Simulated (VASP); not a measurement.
A run of VASP 6.6.1:

File POSCAR:

```
TaN
1.0
    2.9182812851      0.0000000000      0.0000000000
   -1.4591406425      2.5273057282      0.0000000000
    0.0000000000      0.0000000000      2.8636504237
Ta N
1 1
Direct
    0.0000000000      0.0000000000      0.5000000000
    0.6666666667      0.3333333333      0.0000000000
```

Contents of INCAR.step1:

```
ALGO     = Normal         # electronic algorithm
EDIFF    = 1E-5           # SCF threshold, eV
ENCUT    = 660            # plane-wave cutoff, eV
GGA      = PE             # functional
GGA_COMPAT= F            
ISMEAR   = -1             # smearing method
LASPH    = T              # aspherical terms in the spheres
LCHARG   = F              # write CHGCAR
LREAL    = F              # projectors in reciprocal space
LWAVE    = T              # write WAVECAR
NBANDS   = 16             # bands
NELM     = 120            # most SCF steps
PREC     = Accurate       # precision mode
SIGMA    = 0.05           # smearing width, eV
```

Contents of INCAR.step2:

```
ALGO     = Normal         # electronic algorithm
EDIFF    = 1E-6           # SCF threshold, eV
ENCUT    = 660            # plane-wave cutoff, eV
GGA_COMPAT= F            
ISIF     = 2              # what is computed and relaxed
ISMEAR   = -1             # smearing method
ISTART   = 1            
LASPH    = T              # aspherical terms in the spheres
LCHARG   = F              # write CHGCAR
LMIXTAU  = T            
LREAL    = F              # projectors in reciprocal space
LWAVE    = F              # write WAVECAR
METAGGA  = R2SCAN         # meta-GGA
NBANDS   = 16             # bands
NELM     = 120            # most SCF steps
PREC     = Accurate       # precision mode
SIGMA    = 0.05           # smearing width, eV
```

Contents of KPOINTS:

```
k-points
0
Gamma
  10 10 9
```

Potentials or basis: VASP PAW PBE potentials, release 64 (Ta_sv_GW, N).

The run is started by

```sh
$ cat potpaw_PBE.64/Ta_sv_GW/POTCAR potpaw_PBE.64/N/POTCAR > POTCAR
$ cp INCAR.step1 INCAR
$ mpirun -np 1 vasp_std > vasp.out
$ cp INCAR.step2 INCAR
$ mpirun -np 1 vasp_std > vasp.out
```

Hardware: 1 thread of Intel(R) Xeon(R) Platinum 8259CL CPU @ 2.50GHz (Skylake/Cascade Lake), with other jobs on the host.

How long does it take, and how much memory?

Run time: 89 s on 1 thread of Intel(R) Xeon(R) Platinum 8259CL CPU @ 2.50GHz (Skylake/Cascade Lake), on a shared host, peak memory 0.17 GiB. Counts: k points 70.
